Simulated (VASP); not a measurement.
Wanted: the native input for a VASP 6.6.1 run.

* Task: single point
* Functional: PBE
* Potentials or basis: VASP PAW PBE potentials, release 64 (Ir)
* Cutoff: 520 eV
* k mesh: 18 × 18 × 18
* Occupations: fermi-dirac, width 0.03 eV
* Spin: no spin polarisation
* Dipole correction: no
* Further INCAR settings: ALGO = Normal; EDIFF = 1e-06; NBANDS = 10

The structure of Ir lies in POSCAR:

```
Ir
1.0
    0.0000000000      1.8879624468      1.8879624468
    1.8879624468      0.0000000000      1.8879624468
    1.8879624468      1.8879624468      0.0000000000
Ir
1
Direct
    0.0000000000      0.0000000000      0.0000000000
```

This cell differs from its parent crystal: volume scaled by 0.9405.

The input as run:

INCAR

```
SYSTEM = Ir
ALGO = Normal ; EDIFF = 1E-6
ENCUT = 520 ; GGA = PE
ISIF = 2 ; ISMEAR = -1
LASPH = .True. ; LCHARG = .False.
LREAL = .False. ; LWAVE = .False.
NBANDS = 10 ; NELM = 100
PREC = Accurate ; SIGMA = 0.03
```

KPOINTS

```
k-points
0
Gamma
  18 18 18
  0 0 0
```

Potentials or basis: VASP PAW PBE potentials, release 64 (Ir).

Run with:

```sh
$ cat potpaw_PBE.64/Ir/POTCAR > POTCAR
$ mpirun -np 1 vasp_std > vasp.out
```

It gave:

```
Pressure : 32.1 GPa
```

Run time: 15 s on 1 thread of AMD EPYC 7R13 Processor (Zen 3) (shared host), peak memory 0.12 GiB.
